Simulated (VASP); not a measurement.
# Zr (P6_3/mmc) in VASP: settings compared

Aim: see how the results for Zr move with the level of theory and the settings. Levels: B3LYP, HSE06. Tasks: single point.

Program: VASP 6.6.1. These are calculated values, not measurements. Logs are shortened: lines on timing, memory, paths and dates and some standing lists are left out, and cuts for length are marked.

## (1) The cell of the first run

Symmetry: P6_3/mmc, No. 194, hexagonal system. Conventional cell: a = 3.232 Å, b = 3.232 Å, c = 5.147 Å, α = 90.00°, β = 90.00°, γ = 120.00°. Within 4.2 Å of Zr (site symmetry -6m2) lie 12 Zr at 3.18 to 3.23 Å.

## (2) Single point, B3LYP

Contents of POSCAR:

```
Zr
1.0
    3.2320000000      0.0000000000      0.0000000000
   -1.6160000000      2.7989941050      0.0000000000
    0.0000000000      0.0000000000      5.1470000000
Zr
2
Direct
    0.6666666667      0.3333333333      0.7500000000
    0.3333333333      0.6666666667      0.2500000000
```

Contents of INCAR.step1:

```
SYSTEM = Zr
PREC = Accurate
ENCUT = 520
EDIFF = 1E-5
ISMEAR = -1
SIGMA = 0.05
LREAL = .FALSE.
LASPH = .TRUE.
NELM = 100
ALGO = Normal
ISIF = 2
LWAVE = .TRUE.
LCHARG = .FALSE.
GGA = PE
NBANDS = 19
```

Contents of INCAR.step2:

```
SYSTEM = Zr
PREC = Accurate
ENCUT = 520
EDIFF = 1E-7
ISMEAR = -1
SIGMA = 0.05
LREAL = .FALSE.
LASPH = .TRUE.
NELM = 100
ALGO = Normal
ISIF = 2
LWAVE = .FALSE.
LCHARG = .FALSE.
GGA = B3
LHFCALC = .TRUE.
AEXX = 0.2
AGGAX = 0.72
AGGAC = 0.81
ALDAC = 0.19
PRECFOCK = Normal
ISTART = 1
NBANDS = 19
```

Contents of KPOINTS:

```
Automatic mesh
0
G
  5 5 3
  0 0 0
```

Potentials or basis: VASP PAW PBE potentials, release 64 (Zr_sv).

Started as:

```console
$ cat potpaw_PBE.64/Zr_sv/POTCAR > POTCAR
$ cp INCAR.step1 INCAR
$ mpirun -np 1 vasp_std > vasp.out
$ cp INCAR.step2 INCAR
$ mpirun -np 1 vasp_std > vasp.out
```

OUTCAR:

```text
SYSTEM = Zr
   PREC = Accurate
   ENCUT = 520
   EDIFF = 1E-7
   ISMEAR = -1
   LREAL = .FALSE.
   LASPH = .TRUE.
   NELM = 100
   ISIF = 2
   GGA = B3
   LHFCALC = .TRUE.
   AEXX = 0.2
   PRECFOCK = Normal
   ISTART = 1

 ion  position               nearest neighbor table
   1  0.667  0.333  0.750-   2 3.18   2 3.18   2 3.18   2 3.18   2 3.18   2 3.18
   2  0.333  0.667  0.250-   1 3.18   1 3.18   1 3.18   1 3.18   1 3.18   1 3.18

  LATTYP: Found a hexagonal cell.
 ALAT       =     3.2320000000
 C/A-ratio  =     1.5925123762

  Lattice vectors:

 A1 = (   3.2320000000,   0.0000000000,   0.0000000000)
 A2 = (  -1.6160000000,   2.7989941050,   0.0000000000)
 A3 = (   0.0000000000,   0.0000000000,   5.1470000000)

Analysis of symmetry for initial positions (statically):
=====================================================================
 Subroutine PRICEL returns:
 Original cell was already a primitive cell.

 Routine SETGRP: Setting up the symmetry group for a
 hexagonal supercell.

 Subroutine GETGRP returns: Found 24 space group operations
 (whereof 12 operations were pure point group operations)
 out of a pool of 24 trial point group operations.

The static configuration has the point symmetry D_3d.
 The point group associated with its full space group is D_6h.

Analysis of symmetry for dynamics (positions and initial velocities):
=====================================================================
 Subroutine PRICEL returns:
 Original cell was already a primitive cell.

 Routine SETGRP: Setting up the symmetry group for a
 hexagonal supercell.

 Subroutine GETGRP returns: Found 24 space group operations
 (whereof 12 operations were pure point group operations)
 out of a pool of 24 trial point group operations.

The dynamic configuration has the point symmetry D_3d.
 The point group associated with its full space group is D_6h.

 Subroutine INISYM returns: Found 24 space group operations
 (whereof 12 operations are pure point group operations),
 and found     1 'primitive' translations

----------------------------------------------------------------------------------------

                                     Primitive cell

  volume of cell :      46.5616

  direct lattice vectors                    reciprocal lattice vectors
     3.232000000  0.000000000  0.000000000     0.309405941  0.178635603  0.000000000
    -1.616000000  2.798994105  0.000000000     0.000000000  0.357271206  0.000000000
     0.000000000  0.000000000  5.147000000     0.000000000  0.000000000  0.194287935

  length of vectors
     3.232000000  3.232000000  5.147000000     0.357271206  0.357271206  0.194287935

  position of ions in fractional coordinates (direct lattice)
     0.666666667  0.333333333  0.750000000
     0.333333333  0.666666667  0.250000000

  ion indices of the primitive-cell ions
   primitive index   ion index
                 1           1
                 2           2

----------------------------------------------------------------------------------------

 KPOINTS: Automatic mesh

Automatic generation of k-mesh.
 Grid dimensions read from file:
 generate k-points for:    5    5    3

 Generating k-lattice:

  Cartesian coordinates                     Fractional coordinates (reciprocal lattice)
     0.061881188  0.035727121  0.000000000     0.200000000  0.000000000  0.000000000
     0.000000000  0.071454241  0.000000000     0.000000000  0.200000000  0.000000000
     0.000000000  0.000000000  0.064762645     0.000000000  0.000000000  0.333333333

  Length of vectors
     0.071454241  0.071454241  0.064762645

  Shift w.r.t. Gamma in fractional coordinates (k-lattice)
     0.000000000  0.000000000  0.000000000

 Subroutine IBZKPT returns following result:
 ===========================================

 Found     10 irreducible k-points:

 Following reciprocal coordinates:
            Coordinates               Weight
  0.000000  0.000000  0.000000      1.000000
  0.200000  0.000000  0.000000      6.000000
  0.400000  0.000000  0.000000      6.000000
  0.200000  0.200000  0.000000      6.000000
  0.400000  0.200000  0.000000      6.000000
  0.000000  0.000000  0.333333      2.000000
  0.200000  0.000000  0.333333     12.000000
  0.400000  0.000000  0.333333     12.000000
  0.200000  0.200000  0.333333     12.000000
  0.400000  0.200000  0.333333     12.000000
   k-points           NKPTS =     10   k-points in BZ     NKDIM =     75   number of bands    NBANDS=     19
   number of dos      NEDOS =    301   number of ions     NIONS =      2
   total plane-waves  NPLWV =  23040
   dimension x,y,z NGX =    24 NGY =   24 NGZ =   40
   dimension x,y,z NGXF=    48 NGYF=   48 NGZF=   80
   ions per type =               2
   NGX,Y,Z   is equivalent  to a cutoff of  12.34, 12.34, 12.92 a.u.
   NGXF,Y,Z  is equivalent  to a cutoff of  24.69, 24.69, 25.84 a.u.
 SYSTEM =  Zr
   PREC   = accura    normal or accurate (medium, high low for compatibility)
   ISTART =      1    job   : 0-new  1-cont  2-samecut
   ICHARG =      0    charge: 1-file 2-atom 10-const
   ISPIN  =      1    spin polarized calculation?
   LNONCOLLINEAR =      F non collinear calculations
   LSORBIT =      F    spin-orbit coupling
   LASPH  =      T    aspherical Exc in radial PAW
   ENCUT  =  520.0 eV  38.22 Ry    6.18 a.u.   6.01  6.01  9.57*2*pi/ulx,y,z
   NELM   =    100;   NELMIN=  2; NELMDL=  0     # of ELM steps
   EDIFF  = 0.1E-06   stopping-criterion for ELM
   LREAL  =      F    real-space projection
   EDIFFG = 0.1E-05   stopping-criterion for IOM
   NSW    =      0    number of steps for IOM
   IBRION =     -1    ionic relax: 0-MD 1-quasi-New 2-CG
   NFREE  =      0    steps in history (QN), initial steepest desc. (CG)
   ISIF   =      2    stress and relaxation
   ISYM   =      3    0-nonsym 1-usesym 2-fastsym
   POTIM  = 0.5000    time-step for ionic-motion
   TEBEG  =    0.0;   TEEND  =   0.0 temperature during run
   PSTRESS=    0.0 pullay stress
   NELECT =      24.0000    total number of electrons
   NUPDOWN=      -1.0000    fix difference up-down
   EMIN   =  10.00;   EMAX   =-10.00  energy-range for DOS
   EFERMI =   0.00;   METHOD = LEGACY
   ISMEAR =    -1;   SIGMA  =   0.05  broadening in eV -4-tet -1-fermi 0-gaus
   EFERMI_NEDOS =   21; number of points for ismear=-14 and -15
   IALGO  =     38    algorithm
   IMIX   =      1    mixing-type and parameters
     AMIX     =   0.40;   BMIX     =  1.00
     AMIX_MAG =   1.60;   BMIX_MAG =  1.00
  volume/ion in A,a.u.               =      23.28       157.11
  Fermi-wavevector in a.u.,A,eV,Ry     =   1.312611  2.480475 23.442130  1.722948
  Thomas-Fermi vector in A             =   2.442991
   LORBIT       =      0    0 simple, 1 ext, 2 COOP (PROOUT), +10 PAW based schemes
   GGA     = B3    functional components
   LHFCALC =     T    Hartree Fock is set to
   PRECFOCK=normal    Normal, Fast or Accurate (Low or Medium for compatibility)
   ENCUT4O =  -1.0   cutoff for four orbital integrals eV
   NKREDX  =     1    reduce k-point grid by
   NKREDY  =     1    reduce k-point grid by
   NKREDZ  =     1    reduce k-point grid by
   AEXX    =    0.2000 exact exchange contribution
   HFSCREEN=    0.0000 screening length (either q_TF or 0.3 A-1)
   HFSCREENC=   0.0000 screening length for correlation (either q_TF or 0.3 A-1)
   ENCUTFOCK=  -1.0 apply spherical cutoff to Coloumb kernel
   IVDW    =     0    specifies the selected vdW correction
   LEPSILON=     F    determine dielectric tensor
   LRPA    =     F    only Hartree local field effects (RPA)
 non-spin polarized calculation
  energy-cutoff  :      520.00
  volume of cell :       46.56
 maximum number of plane-waves:      1263
  NGX = 20; NGY = 20; NGZ = 30

 number of electron      24.0000000 magnetization

 Free energy of the ion-electron system (eV)
  ---------------------------------------------------
  ext. energy  EPLUGINS =         0.00000000
  ---------------------------------------------------
  free energy    TOTEN  =       -18.57785723 eV

  energy without entropy =      -18.56651094  energy(sigma->0) =      -18.57218408

 E-fermi :   9.1889     XC(G=0):  -8.8487

 val. band max:        9.1884619720   @ k =   0.4000   0.2000   0.3333
 cond. band min:       9.6815789297   @ k =   0.0000   0.0000   0.3333
 fundamental gap:      0.4931169577
 Fermi energy:         9.1889033457

 k-point     1 :       0.0000    0.0000    0.0000
  band No.  band energies     occupation
      1     -42.8189      2.00000
      2     -42.6477      2.00000
      3     -20.3738      2.00000
      4     -19.3812      2.00000
      5     -19.3812      2.00000
      6     -19.2708      2.00000
[... 11 lines left out ...]
     18      12.1928      0.00000
     19      14.5041      0.00000

 k-point     2 :       0.2000    0.0000    0.0000
  band No.  band energies     occupation
      1     -42.7728      2.00000
      2     -42.6303      2.00000
      3     -20.2434      2.00000
      4     -19.6461      2.00000
      5     -19.4983      2.00000
      6     -19.4602      2.00000
[... 11 lines left out ...]
     18      12.5094      0.00000
     19      15.0534      0.00000

 k-point     3 :       0.4000    0.0000    0.0000
  band No.  band energies     occupation
      1     -42.6869      2.00000
      2     -42.6123      2.00000
      3     -20.0796      2.00000
      4     -19.9624      2.00000
      5     -19.8874      2.00000
      6     -19.5787      2.00000
[... 11 lines left out ...]
     18      14.7499      0.00000
     19      15.4499      0.00000

 k-point     4 :       0.2000    0.2000    0.0000
  band No.  band energies     occupation
      1     -42.7056      2.00000
      2     -42.6136      2.00000
      3     -20.0312      2.00000
      4     -19.8780      2.00000
      5     -19.8469      2.00000
      6     -19.5638      2.00000
[... 11 lines left out ...]
     18      14.7419      0.00000
     19      15.0583      0.00000

 k-point     5 :       0.4000    0.2000    0.0000
  band No.  band energies     occupation
      1     -42.6506      2.00000
      2     -42.6163      2.00000
      3     -20.0690      2.00000
      4     -19.8797      2.00000
      5     -19.8141      2.00000
      6     -19.7437      2.00000
[... 11 lines left out ...]
     18      15.0089      0.00000
     19      16.5411      0.00000

 k-point     6 :       0.0000    0.0000    0.3333
  band No.  band energies     occupation
      1     -42.7766      2.00000
      2     -42.6911      2.00000
      3     -20.1136      2.00000
      4     -19.5640      2.00000
      5     -19.3438      2.00000
      6     -19.3438      2.00000
[... 11 lines left out ...]
     18      13.2982      0.00000
     19      14.5464      0.00000

 k-point     7 :       0.2000    0.0000    0.3333
  band No.  band energies     occupation
      1     -42.7374      2.00000
      2     -42.6662      2.00000
      3     -20.0819      2.00000
      4     -19.7278      2.00000
      5     -19.5429      2.00000
      6     -19.4121      2.00000
[... 11 lines left out ...]
     18      13.2992      0.00000
     19      14.6265      0.00000

 k-point     8 :       0.4000    0.0000    0.3333
  band No.  band energies     occupation
      1     -42.6682      2.00000
      2     -42.6309      2.00000
      3     -20.2058      2.00000
      4     -20.0841      2.00000
      5     -19.6572      2.00000
      6     -19.5176      2.00000
[... 11 lines left out ...]
     18      14.5974      0.00000
     19      15.0861      0.00000

 k-point     9 :       0.2000    0.2000    0.3333
  band No.  band energies     occupation
      1     -42.6826      2.00000
      2     -42.6366      2.00000
      3     -20.1028      2.00000
      4     -19.9811      2.00000
      5     -19.6284      2.00000
      6     -19.6139      2.00000
[... 11 lines left out ...]
     18      14.5852      0.00000
     19      15.2365      0.00000

 k-point    10 :       0.4000    0.2000    0.3333
  band No.  band energies     occupation
      1     -42.6418      2.00000
      2     -42.6247      2.00000
      3     -20.1609      2.00000
      4     -20.0806      2.00000
      5     -19.7859      2.00000
      6     -19.6309      2.00000
[... 11 lines left out ...]
     18      15.0434      0.00000
     19      16.7826      0.00000

------------------------ aborting loop because EDIFF is reached ----------------------------------------

  FORCE on cell =-STRESS in cart. coord.  units (eV):
  Direction    XX          YY          ZZ          XY          YZ          ZX
  --------------------------------------------------------------------------------------
  -------------------------------------------------------------------------------------
  Total        1.2683614      1.2683614     -0.0208851     -0.0000000      0.0000000      0.0000000
  in kB       43.6441559     43.6441559     -0.7186553     -0.0000000      0.0000000      0.0000000
  external PRESSURE =      28.8565522 kB  Pullay stress =       0.0000000 kB

 VOLUME and BASIS-vectors are now :
 -----------------------------------------------------------------------------
  energy-cutoff  :      520.00
  volume of cell :       46.56
      direct lattice vectors                 reciprocal lattice vectors
     3.232000000  0.000000000  0.000000000     0.309405941  0.178635603  0.000000000
    -1.616000000  2.798994105  0.000000000     0.000000000  0.357271206  0.000000000
     0.000000000  0.000000000  5.147000000     0.000000000  0.000000000  0.194287935

 POSITION                                       TOTAL-FORCE (eV/Angst)
 -----------------------------------------------------------------------------------
      1.61600      0.93300      3.86025        -0.000000      0.000000     -0.000000
     -0.00000      1.86600      1.28675         0.000000      0.000000      0.000000
 -----------------------------------------------------------------------------------
    total drift:                                0.000000      0.000000     -0.000000

  FREE ENERGIE OF THE ION-ELECTRON SYSTEM (eV)
  ---------------------------------------------------
  free  energy   TOTEN  =       -18.5778572261 eV

  energy  without entropy=      -18.5665109416  energy(sigma->0) =      -18.57218408
```

It took 33 min on 1 thread of Intel Xeon Platinum 8375C at 2.90GHz (Ice Lake), shared host; peak memory 0.17 GiB.

What came out:

```yaml
Free_energy: -18.5779 eV
Pressure: 2.9 GPa
Band_gap_on_the_k_mesh: zero (bands 12 and 13 overlap by 1.47 eV)
```

Stress tensor (GPa, compression positive):
```
 4.36  0.00  0.00
 0.00  4.36  0.00
 0.00  0.00 -0.07
```

Caveat: the k points lie up to 0.45 Å⁻¹ apart, too coarse for converged energies and pressures of a metal; the PAW data sets were made with another functional, which shifts forces and pressure a little.

## (3) Single point, HSE06

This run uses another cell than the first one, of 23.39 Å³/atom.

Contents of POSCAR:

```
Zr
1.0
    3.2718654705      0.0000000000      0.0000000000
   -1.6359327353      2.8335186153      0.0000000000
    0.0000000000      0.0000000000      5.0459822780
Zr
2
Direct
    0.6666666667      0.3333333333      0.7500000000
    0.3333333333      0.6666666667      0.2500000000
```

Contents of INCAR.step1:

```
SYSTEM = Zr
PREC = Accurate ; ENCUT = 520
EDIFF = 1E-5 ; ISMEAR = -1
SIGMA = 0.05 ; LREAL = .FALSE.
LASPH = .TRUE. ; NELM = 100
ALGO = Normal ; ISIF = 2
LWAVE = .TRUE. ; LCHARG = .FALSE.
NBANDS = 19 ; GGA = PE
```

Contents of INCAR.step2:

```
SYSTEM = Zr
PREC = Accurate ; ENCUT = 520
EDIFF = 1E-7 ; ISMEAR = -1
SIGMA = 0.05 ; LREAL = .FALSE.
LASPH = .TRUE. ; NELM = 100
ALGO = Normal ; ISIF = 2
LWAVE = .FALSE. ; LCHARG = .FALSE.
GGA = PE ; LHFCALC = .TRUE.
HFSCREEN = 0.2079 ; PRECFOCK = Normal
NBANDS = 19 ; ISTART = 1
```

Contents of KPOINTS:

```
regular mesh
0
G
  5 5 3
  0 0 0
```

Potentials or basis: VASP PAW PBE potentials, release 64 (Zr_sv).

Started as:

```console
$ cat potpaw_PBE.64/Zr_sv/POTCAR > POTCAR
$ cp INCAR.step1 INCAR
$ mpirun -np 1 vasp_std > vasp.out
$ cp INCAR.step2 INCAR
$ mpirun -np 1 vasp_std > vasp.out
```

It took 39 min on 1 thread of Intel Xeon 8259CL, shared host; peak memory 0.27 GiB.

The run converged. Its results:

* Free energy: -19.6219 eV
* Pressure: 0.0 GPa
* Band gap on the k mesh: zero (bands 12 and 13 overlap by 1.17 eV)

Levels at points of the mesh, in eV from the Fermi level:
| k point | band 10 | band 11 | band 12 | band 13 | band 14 | band 15 |
| --- | --- | --- | --- | --- | --- | --- |
| (0.00, 0.00, 0.00) | -3.48 | 1.16 | 1.16 | 1.26 | 1.83 | 2.13 |

Caveat: the k points lie up to 0.44 Å⁻¹ apart, too coarse for converged energies and pressures of a metal; the PAW data sets were made with another functional, which shifts forces and pressure a little.
